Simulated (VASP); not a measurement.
# Si (Imma) in VASP: notebook

The runs below take Si through single point, with PBEsol.

Program: VASP 6.6.1. These are calculated values, not measurements. Logs are shortened: lines on timing, memory, paths and dates and some standing lists are left out, and cuts for length are marked.

## Step 1: The cell of the first run

The structure is orthorhombic, space group Imma (No. 74). Conventional cell: a = 3.822 Å, b = 3.880 Å, c = 5.488 Å, α = 90.00°, β = 90.00°, γ = 90.00°. Si (site symmetry mm2) has 4 Si at 2.36 to 2.37 Å within 3.1 Å.

## Step 2: Single point, PBEsol

INCAR reads:

```
SYSTEM = Si
PREC     = Accurate       ! precision mode
ENCUT    = 500            ! plane-wave cutoff, eV
EDIFF    = 1E-6           ! SCF threshold, eV
ISMEAR   = 0              ! smearing method
SIGMA    = 0.01           ! smearing width, eV
LREAL    = .FALSE.        ! projectors in reciprocal space
LASPH    = .TRUE.         ! aspherical terms in the spheres
NELM     = 120            ! most SCF steps
ALGO     = Normal         ! electronic algorithm
ISIF     = 2              ! what is computed and relaxed
LWAVE    = .FALSE.        ! write WAVECAR
LCHARG   = .FALSE.        ! write CHGCAR
GGA      = PS             ! functional
NBANDS   = 11             ! bands
GGA_COMPAT= .FALSE.
```

KPOINTS reads:

```
regular mesh
0
G
  4 4 4
  0 0 0
```

POSCAR reads:

```
Si
1.0
   -0.0205220013      2.7233768487      2.7438988500
    2.7233768487     -0.0205220013      2.7438988500
    2.7028548474      2.7028548474      0.0000000000
Si
2
Direct
   -0.0009549075     -0.0009549075      0.0009549075
    0.2509549075      0.2509549075      0.2490450925
```

Potentials or basis: VASP PAW PBE potentials, release 64 (Si).

Started as:

```bash
$ cat potpaw_PBE.64/Si/POTCAR > POTCAR
$ mpirun -np 1 vasp_std > vasp.out
```

OUTCAR:

```text
SYSTEM = Si
   PREC = Accurate
   ENCUT = 500
   EDIFF = 1E-6
   ISMEAR = 0
   LREAL = .FALSE.
   LASPH = .TRUE.
   NELM = 120
   ISIF = 2
   GGA = PS

 ion  position               nearest neighbor table
   1  0.999  0.999  0.001-   2 2.36   2 2.36   2 2.37   2 2.37
   2  0.251  0.251  0.249-   1 2.36   1 2.36   1 2.37   1 2.37

  LATTYP: Found a body centered orthorhombic cell.
 ALAT       =     3.8224139823
 B/A-ratio  =     1.0151854261
 C/A-ratio  =     1.4356889979

  Lattice vectors:

 A1 = (   0.0205220013,  -2.7233768487,  -2.7438988500)
 A2 = (  -0.0205220013,   2.7233768487,  -2.7438988500)
 A3 = (   2.7233768487,  -0.0205220013,   2.7438988500)

Analysis of symmetry for initial positions (statically):
=====================================================================
 Subroutine PRICEL returns:
 Original cell was already a primitive cell.

 Routine SETGRP: Setting up the symmetry group for a
 body centered orthorhombic supercell.

 Subroutine GETGRP returns: Found  8 space group operations
 (whereof  4 operations were pure point group operations)
 out of a pool of  8 trial point group operations.

The static configuration has the point symmetry C_2v.
 The point group associated with its full space group is D_2h.

Analysis of symmetry for dynamics (positions and initial velocities):
=====================================================================
 Subroutine PRICEL returns:
 Original cell was already a primitive cell.

 Routine SETGRP: Setting up the symmetry group for a
 body centered orthorhombic supercell.

 Subroutine GETGRP returns: Found  8 space group operations
 (whereof  4 operations were pure point group operations)
 out of a pool of  8 trial point group operations.

The dynamic configuration has the point symmetry C_2v.
 The point group associated with its full space group is D_2h.

 Subroutine INISYM returns: Found  8 space group operations
 (whereof  4 operations are pure point group operations),
 and found     1 'primitive' translations

----------------------------------------------------------------------------------------

                                     Primitive cell

  volume of cell :      40.6995

  direct lattice vectors                    reciprocal lattice vectors
    -0.020522001  2.723376849  2.743898850    -0.182222461  0.182222461  0.182222461
     2.723376849 -0.020522001  2.743898850     0.182222461 -0.182222461  0.182222461
     2.702854847  2.702854847  0.000000000     0.184989586  0.184989586 -0.182222461

  length of vectors
     3.866029425  3.866029425  3.822413982     0.315618560  0.315618560  0.318821767

  position of ions in fractional coordinates (direct lattice)
     0.999045092  0.999045092  0.000954908
     0.250954908  0.250954908  0.249045092

  ion indices of the primitive-cell ions
   primitive index   ion index
                 1           1
                 2           2

----------------------------------------------------------------------------------------

 KPOINTS: regular mesh

Automatic generation of k-mesh.
 Grid dimensions read from file:
 generate k-points for:    4    4    4

 Generating k-lattice:

  Cartesian coordinates                     Fractional coordinates (reciprocal lattice)
    -0.045555615  0.045555615  0.045555615     0.250000000  0.000000000  0.000000000
     0.045555615 -0.045555615  0.045555615     0.000000000  0.250000000  0.000000000
     0.046247397  0.046247397 -0.045555615     0.000000000  0.000000000  0.250000000

  Length of vectors
     0.078904640  0.078904640  0.079705442

  Shift w.r.t. Gamma in fractional coordinates (k-lattice)
     0.000000000  0.000000000  0.000000000

 Subroutine IBZKPT returns following result:
 ===========================================

 Found     18 irreducible k-points:

 Following reciprocal coordinates:
            Coordinates               Weight
  0.000000  0.000000  0.000000      1.000000
  0.250000 -0.000000  0.000000      4.000000
  0.500000 -0.000000  0.000000      2.000000
  0.250000  0.250000  0.000000      2.000000
  0.500000  0.250000  0.000000      4.000000
 -0.250000  0.250000  0.000000      2.000000
[... 10 lines left out ...]
  0.250000  0.250000  0.500000      2.000000
 -0.250000  0.250000  0.500000      2.000000
   k-points           NKPTS =     18   k-points in BZ     NKDIM =     18   number of bands    NBANDS=     11
   number of dos      NEDOS =    301   number of ions     NIONS =      2
   total plane-waves  NPLWV =  21952
   dimension x,y,z NGX =    28 NGY =   28 NGZ =   28
   dimension x,y,z NGXF=    56 NGYF=   56 NGZF=   56
   ions per type =               2
   NGX,Y,Z   is equivalent  to a cutoff of  12.04, 12.04, 12.18 a.u.
   NGXF,Y,Z  is equivalent  to a cutoff of  24.08, 24.08, 24.36 a.u.
 SYSTEM =  Si
   PREC   = accura    normal or accurate (medium, high low for compatibility)
   ISTART =      0    job   : 0-new  1-cont  2-samecut
   ICHARG =      2    charge: 1-file 2-atom 10-const
   ISPIN  =      1    spin polarized calculation?
   LNONCOLLINEAR =      F non collinear calculations
   LSORBIT =      F    spin-orbit coupling
   LASPH  =      T    aspherical Exc in radial PAW
   ENCUT  =  500.0 eV  36.75 Ry    6.06 a.u.   7.05  7.05  6.97*2*pi/ulx,y,z
   NELM   =    120;   NELMIN=  2; NELMDL= -5     # of ELM steps
   EDIFF  = 0.1E-05   stopping-criterion for ELM
   LREAL  =      F    real-space projection
   EDIFFG = 0.1E-04   stopping-criterion for IOM
   NSW    =      0    number of steps for IOM
   IBRION =     -1    ionic relax: 0-MD 1-quasi-New 2-CG
   NFREE  =      0    steps in history (QN), initial steepest desc. (CG)
   ISIF   =      2    stress and relaxation
   ISYM   =      2    0-nonsym 1-usesym 2-fastsym
   POTIM  = 0.5000    time-step for ionic-motion
   TEBEG  =    0.0;   TEEND  =   0.0 temperature during run
   PSTRESS=    0.0 pullay stress
   NELECT =       8.0000    total number of electrons
   NUPDOWN=      -1.0000    fix difference up-down
   EMIN   =  10.00;   EMAX   =-10.00  energy-range for DOS
   EFERMI =   0.00;   METHOD = LEGACY
   ISMEAR =     0;   SIGMA  =   0.01  broadening in eV -4-tet -1-fermi 0-gaus
   EFERMI_NEDOS =   21; number of points for ismear=-14 and -15
   IALGO  =     38    algorithm
   IMIX   =      4    mixing-type and parameters
     AMIX     =   0.40;   BMIX     =  1.00
     AMIX_MAG =   1.60;   BMIX_MAG =  1.00
  volume/ion in A,a.u.               =      20.35       137.33
  Fermi-wavevector in a.u.,A,eV,Ry     =   0.951865  1.798763 12.327508  0.906046
  Thomas-Fermi vector in A             =   2.080374
   LORBIT       =      0    0 simple, 1 ext, 2 COOP (PROOUT), +10 PAW based schemes
   GGA     = PS    functional components
   LHFCALC =     F    Hartree Fock is set to
   AEXX    =    0.0000 exact exchange contribution
   IVDW    =     0    specifies the selected vdW correction
   LEPSILON=     F    determine dielectric tensor
   LRPA    =     F    only Hartree local field effects (RPA)
 non-spin polarized calculation
 Gauss-broadening in eV      SIGMA  =   0.01
  energy-cutoff  :      500.00
  volume of cell :       40.70
 maximum number of plane-waves:      1048
   NGX = 15   NGY = 15   NGZ = 13

 number of electron       8.0000000 magnetization

 Free energy of the ion-electron system (eV)
  ---------------------------------------------------
  ext. energy  EPLUGINS =         0.00000000
  ---------------------------------------------------
  free energy    TOTEN  =       -11.29320823 eV

  energy without entropy =      -11.29320823  energy(sigma->0) =      -11.29320823

 E-fermi :   5.8629     XC(G=0):  -9.4697

 val. band max:        5.7606471663   @ k =   0.0000   0.0000   0.0000
 cond. band min:       6.1974010429   @ k =   0.5000   0.5000   0.0000
 fundamental gap:      0.4367538766
 Fermi energy:         5.8628998994

 k-point     1 :       0.0000    0.0000    0.0000
  band No.  band energies     occupation
      1      -6.2176      2.00000
      2       5.6208      2.00000
      3       5.6351      2.00000
      4       5.7606      2.00000
      5       8.0693      0.00000
      6       8.1451      0.00000
      7       8.2390      0.00000
      8       8.8458      0.00000
      9      13.2590      0.00000
     10      13.3023      0.00000
     11      13.3986      0.00000

 k-point     2 :       0.2500   -0.0000    0.0000
  band No.  band energies     occupation
      1      -5.4349      2.00000
      2       1.6921      2.00000
      3       4.8875      2.00000
      4       5.0125      2.00000
      5       7.6254      0.00000
      6       9.0672      0.00000
      7       9.1690      0.00000
      8      12.3488      0.00000
      9      12.7266      0.00000
     10      12.8582      0.00000
     11      14.4037      0.00000

 k-point     3 :       0.5000   -0.0000    0.0000
  band No.  band energies     occupation
      1      -3.9424      2.00000
      2      -1.2937      2.00000
      3       4.4589      2.00000
      4       4.5813      2.00000
      5       7.1386      0.00000
      6       8.9076      0.00000
      7       9.0262      0.00000
      8      13.1941      0.00000
      9      16.0466      0.00000
     10      16.1275      0.00000
     11      16.6160      0.00000
[... 183 lines left out ...]
 k-point    17 :       0.2500    0.2500    0.5000
  band No.  band energies     occupation
      1      -4.1488      2.00000
      2       0.1917      2.00000
      3       1.8986      2.00000
      4       4.3218      2.00000
      5       7.9721      0.00000
      6      10.3169      0.00000
      7      10.5878      0.00000
      8      11.5232      0.00000
      9      11.9491      0.00000
     10      15.4124      0.00000
     11      17.9556      0.00000

 k-point    18 :      -0.2500    0.2500    0.5000
  band No.  band energies     occupation
      1      -1.9364      2.00000
      2      -1.9364      2.00000
      3       1.8185      2.00000
      4       1.8185      2.00000
      5       9.7706      0.00000
      6       9.7706      0.00000
      7      10.4746      0.00000
      8      10.4746      0.00000
      9      16.1709      0.00000
     10      16.1709      0.00000
     11      18.6266      0.00000

------------------------ aborting loop because EDIFF is reached ----------------------------------------

  FORCE on cell =-STRESS in cart. coord.  units (eV):
  Direction    XX          YY          ZZ          XY          YZ          ZX
  --------------------------------------------------------------------------------------
  -------------------------------------------------------------------------------------
  Total       -0.0983244     -0.0983244     -0.2837074      0.2790804      0.0000000     -0.0000000
  in kB       -3.8706415     -3.8706415    -11.1684343     10.9862880      0.0000000     -0.0000000
  external PRESSURE =      -6.3032391 kB  Pullay stress =       0.0000000 kB

 VOLUME and BASIS-vectors are now :
 -----------------------------------------------------------------------------
  energy-cutoff  :      500.00
  volume of cell :       40.70
      direct lattice vectors                 reciprocal lattice vectors
    -0.020522001  2.723376849  2.743898850    -0.182222461  0.182222461  0.182222461
     2.723376849 -0.020522001  2.743898850     0.182222461 -0.182222461  0.182222461
     2.702854847  2.702854847  0.000000000     0.184989586  0.184989586 -0.182222461

 POSITION                                       TOTAL-FORCE (eV/Angst)
 -----------------------------------------------------------------------------------
      2.70285      2.70285      5.48256         0.000000      0.000000      0.008299
      1.35143      1.35143      1.37719        -0.000000     -0.000000     -0.008299
 -----------------------------------------------------------------------------------
    total drift:                               -0.000000      0.000000     -0.000000

  FREE ENERGIE OF THE ION-ELECTRON SYSTEM (eV)
  ---------------------------------------------------
  free  energy   TOTEN  =       -11.2932082287 eV

  energy  without entropy=      -11.2932082287  energy(sigma->0) =      -11.29320823
```

Wall time 3.8 s (1 thread of AMD EPYC 9R45 (Zen 5), shared host); peak memory 0.11 GiB.

What came out:

```
Free energy            : -11.2932 eV
Pressure               : -0.6 GPa
Largest force          : 0.008 eV/Å
Band gap on the k mesh : 0.44 eV (least direct gap 2.31 eV)
```

Forces on the atoms (eV/Å):
```
Si   0.000  0.000  0.008
Si   0.000  0.000 -0.008
```

Caveat: the k points lie up to 0.50 Å⁻¹ apart; the PAW data sets were made with another functional, which shifts forces and pressure a little.

(Part 1 of 2 ends here.)
